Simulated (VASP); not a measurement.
Here is a VASP 6.6.1 calculation.

INCAR

```
SYSTEM = InP4
ALGO     = Normal         ! electronic algorithm
EDIFF    = 1E-7           ! SCF threshold, eV
EDIFFG   = -0.04          ! ionic threshold
ENCUT    = 500            ! plane-wave cutoff, eV
GGA      = PS             ! functional
GGA_COMPAT= .False.      
IBRION   = 2              ! ionic algorithm
ISIF     = 3              ! what is computed and relaxed
ISMEAR   = 0              ! smearing method
ISYM     = -1           
LASPH    = .True.         ! aspherical terms in the spheres
LCHARG   = .False.        ! write CHGCAR
LREAL    = Auto         
LWAVE    = .False.        ! write WAVECAR
NELM     = 120            ! most SCF steps
NELMIN   = 4            
NSW      = 70             ! ionic steps
PREC     = Accurate       ! precision mode
SIGMA    = 0.1            ! smearing width, eV
```

KPOINTS

```
explicit points
4
Reciprocal
  0.25000000   0.25000000   0.25000000 2
  0.25000000   0.25000000   0.75000000 2
  0.25000000   0.75000000   0.25000000 2
  0.25000000   0.75000000   0.75000000 2
```

File POSCAR:

```
InP4
1.0
    3.7149865628     -6.4345454761      0.0000000000
    7.4299731255      0.0000000000      0.0000000000
    3.7149865628     -2.1448484920      6.5587524052
In P
3 12
Direct
    0.8674720067      0.8603141837      0.4089678794
    0.6369703826      0.6440456901      0.0839211581
    0.1378817413      0.1336316910      0.5922622557
    0.8781188174      0.8740491348      0.9176608763
    0.3772005632      0.3802964058      0.4081021798
    0.3288913518      0.8769843149      0.9170419497
    0.8241077939      0.3831172333      0.4208673290
    0.8747273084      0.3323095800      0.9195754260
    0.3840641929      0.8245794205      0.4155589696
    0.6197065569      0.6160039944      0.5818119570
    0.1190500790      0.1231713050      0.0845630700
    0.6192797888      0.1791370481      0.5826593674
    0.1190940684      0.6779868391      0.0803498110
    0.1817290869      0.6203038546      0.5783219677
    0.6766031709      0.1214153039      0.0846635096
```

Potentials or basis: VASP PAW PBE potentials, release 64 (In_d, P).

Launch:

```sh
$ cat potpaw_PBE.64/In_d/POTCAR potpaw_PBE.64/P/POTCAR > POTCAR
$ mpirun -np 1 vasp_std > vasp.out
```

**Question.** Predict the space group after relaxing (to 0.1 Å).

**Answer.** Cm (No. 8).

**Question.** Predict the relaxed cell.

**Answer.** a = 7.302 Å, b = 7.297 Å, c = 7.609 Å, α = 61.73°, β = 61.36°, γ = 61.02°.

**Question.** Predict the band gap on the k mesh.

**Answer.** Zero (an odd number of electrons rules out a gap without spin polarisation).

Final structure:
```
In P
1.0
     3.59355   -6.35639    0.01946
     7.29701    0.06337   -0.00471
     3.62611   -2.11980    6.34409
In P
3 12
Direct
  0.87310 0.87268 0.39015
  0.63170 0.63638 0.08213
  0.13777 0.13883 0.57968
  0.88023 0.87822 0.90386
  0.38006 0.37913 0.41752
  0.31802 0.88678 0.91523
  0.82292 0.38429 0.41713
  0.88691 0.31846 0.91639
  0.38598 0.82066 0.41729
  0.61875 0.61983 0.60167
  0.14015 0.14156 0.07606
  0.61856 0.16632 0.59401
  0.11781 0.66701 0.08465
  0.16409 0.62068 0.59348
  0.66885 0.11649 0.08706
```

Caveat: spin-orbit coupling is left out, which moves the levels of the heavy elements; an odd number of electrons without spin polarisation forces a metal; a magnetic or distorted state may lie lower.
